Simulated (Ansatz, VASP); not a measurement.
# Ga in VASP and in Ansatz

File INCAR:

```
PREC     = Accurate       # precision mode
ENCUT    = 520            # plane-wave cutoff, eV
EDIFF    = 1E-6           # SCF threshold, eV
ISMEAR   = -1             # smearing method
SIGMA    = 0.05           # smearing width, eV
LREAL    = False          # projectors in reciprocal space
LASPH    = True           # aspherical terms in the spheres
NELM     = 60             # most SCF steps
ALGO     = Normal         # electronic algorithm
ISIF     = 2              # what is computed and relaxed
LWAVE    = False          # write WAVECAR
LCHARG   = False          # write CHGCAR
NBANDS   = 34             # bands
```

Contents of KPOINTS:

```
Automatic mesh
0
Gamma
  6 6 5
```

POSCAR

```
Ga
1.0
    3.8795411889     -2.3647782557      0.0000000000
    3.8795411889      2.3647782557      0.0000000000
    0.0000000000      0.0000000000      4.5618450141
Ga
4
Direct
    0.9903150000      0.3344500000      0.2500000000
    0.3344500000      0.9903150000      0.7500000000
    0.0096850000      0.6655500000      0.7500000000
    0.6655500000      0.0096850000      0.2500000000
```

Input for Ansatz:

```yaml
crystal:
  lattice:
    - [3.8795411889189526, -2.3647782556561427, 0.0]
    - [3.8795411889189526, 2.3647782556561427, 0.0]
    - [0.0, 0.0, 4.561845014059694]
  atoms:
    - { symbol: Ga, position: [0.990315, 0.33445, 0.25] }
    - { symbol: Ga, position: [0.33445, 0.990315, 0.75] }
    - { symbol: Ga, position: [0.009685, 0.66555, 0.75] }
    - { symbol: Ga, position: [0.66555, 0.009685, 0.25] }
basis:
  ecutwfc: 450.0
kpoints:
  mp_grid:
    grid: [6, 6, 5]
hamiltonian:
  xc: lda
scf:
  convergence:
    dr2_threshold: 1.0e-10
  occupations:
    method: fermi_dirac
    width: 0.05
output:
  stress: true
```

Alike in both runs: task single point; functional LDA; k mesh 6 × 6 × 5; occupations fermi-dirac, width 0.05 eV; no spin polarisation.

|  | VASP | Ansatz |
| --- | --- | --- |
| version | VASP 6.6.1 | Ansatz 0.2.0 |
| potentials or method | VASP PAW LDA potentials, release 64 (Ga_d), cutoff 520 eV | plane waves, PAW |
| valence electrons in the cell | 52 | 52 |

Ansatz gave:

| Item | Value |
| --- | --- |
| pressure (GPa) | -4.5 |
| traceless stress, the component that is largest in VASP (GPa) | 0.41 |

Problem. Which values does VASP return?

Solution. Pressure (GPa): -4.5; traceless stress, the component that is largest in VASP (GPa): 0.40.

LDA's correlation is that of Perdew and Zunger in VASP and of Perdew and Wang (1992) in Ansatz.
